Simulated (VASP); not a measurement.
Set up this calculation in VASP 6.6.1, as the native input.

```yaml
Task: single point
Functional: PBEsol
Potentials_or_basis: VASP PAW PBE potentials, release 64 (Mo_sv, S)
Cutoff: 520 eV
k_mesh: 18 × 18 × 8
Occupations: gaussian, width 0.1 eV
Spin: no spin polarisation
Dipole_correction: no
Further_INCAR_settings: ALGO = Normal; EDIFF = 1e-06; NBANDS = 20
```

The structure of MoS2 lies in POSCAR:

```
MoS2
1.0
    3.1446258438      0.0000000000      0.0000000000
   -1.5723129219      2.7233258662      0.0000000000
    0.0000000000      0.0000000000      5.7446359039
Mo S
1 2
Direct
    0.0000000000      0.0000000000      0.5000000000
    0.3333333333      0.6666666667      0.2261734381
    0.6666666667      0.3333333333      0.7738265619
```

One way to write it, as run:

INCAR

```
PREC = Accurate
ENCUT = 520
EDIFF = 1E-6
ISMEAR = 0
SIGMA = 0.1
LREAL = F
LASPH = T
NELM = 60
ALGO = Normal
ISIF = 2
LWAVE = F
LCHARG = F
GGA = PS
NBANDS = 20
```

KPOINTS

```
regular mesh
0
Gamma
  18 18 8
```

Potentials or basis: VASP PAW PBE potentials, release 64 (Mo_sv, S).

Launch:

```console
$ cat potpaw_PBE.64/Mo_sv/POTCAR potpaw_PBE.64/S/POTCAR > POTCAR
$ mpirun -np 1 vasp_std > vasp.out
```

Results of the run:

- Pressure: 2.2 GPa
- Band gap on the k mesh: zero (bands 13 and 14 overlap by 1.22 eV)

Caveat: the PAW data sets were made with another functional, which shifts forces and pressure a little.

It took 91 s on 1 thread of Intel(R) Xeon(R) 6975P-C (Granite Rapids) (shared host), peak memory 0.35 GiB.
